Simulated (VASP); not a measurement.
# GaGe: single point with PBE

GaGe:

```
Ga Ge
1.0
     0.00000    2.85868    2.85868
     2.85868    0.00000    2.85868
     2.85868    2.85868    0.00000
Ga Ge
1 1
Direct
  0.75000 0.75000 0.75000
  0.00000 0.00000 0.00000
```

```yaml
Program: VASP 6.6.1
Task: single point
Functional: PBE
Potentials_or_basis: VASP PAW PBE potentials, release 64 (Ga_d, Ge_d)
Cutoff: 520 eV
k_mesh: 7 × 7 × 7
Occupations: fermi-dirac, width 0.1 eV
Spin: no spin polarisation
Dipole_correction: no
Further_INCAR_settings: ALGO = Normal; EDIFF = 1e-06; NBANDS = 20
```

* Pressure: 2.6 GPa

Levels at points of the mesh, in eV from the Fermi level:
```
           k point  band 11  band 12  band 13  band 14  band 15  band 16  band 17  band 18
(0.00, 0.00, 0.00)   -10.72     1.81     1.81     1.81     2.51     4.50     4.50     4.50
```

Run time: 31 s on 1 thread of Intel Xeon 8259CL (shared host), peak memory 0.17 GiB.
